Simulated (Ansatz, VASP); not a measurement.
## One calculation of Hf2Sc, two programs

INCAR

```
SYSTEM = Hf2Sc
ALGO     = Fast           ! electronic algorithm
EDIFF    = 1E-6           ! SCF threshold, eV
EDIFFG   = -0.01          ! ionic threshold
ENCUT    = 600            ! plane-wave cutoff, eV
GGA      = PE             ! functional
IBRION   = 2              ! ionic algorithm
ISIF     = 3              ! what is computed and relaxed
ISMEAR   = 0              ! smearing method
LASPH    = .True.         ! aspherical terms in the spheres
LCHARG   = .False.        ! write CHGCAR
LREAL    = .False.        ! projectors in reciprocal space
LWAVE    = .False.        ! write WAVECAR
NELM     = 80             ! most SCF steps
NSW      = 100            ! ionic steps
PREC     = Accurate       ! precision mode
SIGMA    = 0.1            ! smearing width, eV
```

Contents of KPOINTS:

```
k-points
0
Gamma
  12 12 14
  0 0 0
```

Contents of POSCAR:

```
Hf2Sc
1.0
    4.9967289215      0.0000000000      0.0000000000
   -2.4983644608      4.3272941819      0.0000000000
    0.0000000000      0.0000000000      3.1420041004
Hf Sc
2 1
Direct
    0.3333333333      0.6666666667      0.5000000000
    0.6666666667      0.3333333333      0.5000000000
    0.0000000000      0.0000000000      0.0000000000
```

Input for Ansatz:

```yaml
crystal:
  lattice:
    - [4.9967289215, 0.0, 0.0]
    - [-2.4983644608, 4.3272941819, 0.0]
    - [0.0, 0.0, 3.1420041004]
  atoms:
    - { symbol: Hf, position: [0.3333333333, 0.6666666667, 0.5] }
    - { symbol: Hf, position: [0.6666666667, 0.3333333333, 0.5] }
    - { symbol: Sc, position: [0.0, 0.0, 0.0] }
basis:
  ecutwfc: 420
kpoints:
  mp_grid: { grid: [12, 12, 14] }
hamiltonian:
  xc: pbe
scf:
  occupations: { method: gaussian, width: 0.1 }
output:
  forces: true
  stress: true
  eigenvalues: true
relax:
  adjacent_minimum: "off"
  f_tol: 0.01
  max_steps: 80
  cell: { stress_tol: 0.05 }
```

Alike in both runs: task relaxation of cell and atoms; functional PBE; k mesh 12 × 12 × 14; occupations gaussian, width 0.1 eV; no spin polarisation.

|  | VASP | Ansatz |
| --- | --- | --- |
| version | VASP 6.6.1 | Ansatz 0.2.0 |
| potentials or method | VASP PAW PBE potentials, release 64 (Hf_pv, Sc_sv), cutoff 600 eV | scalar-relativistic, plane waves, PAW |
| valence electrons in the cell | 31 | 63 |

```tsv
	VASP	Ansatz	Ansatz less VASP
gap on the k mesh at the Fermi level, each at its own relaxed structure (eV)	none	none	-
relaxed volume (Å³/atom)	22.54	22.58	+0.042
relaxed length of the cell vector where the two differ most in proportion (Å)	4.990	4.995	+0.0048
```

A gap of «none» marks a metal or a gap that the smearing closes. VASP's potentials hold 31 valence electrons a cell and Ansatz's 63, so a difference there can come from the potentials and not from the codes.

Spin-orbit coupling is off throughout.
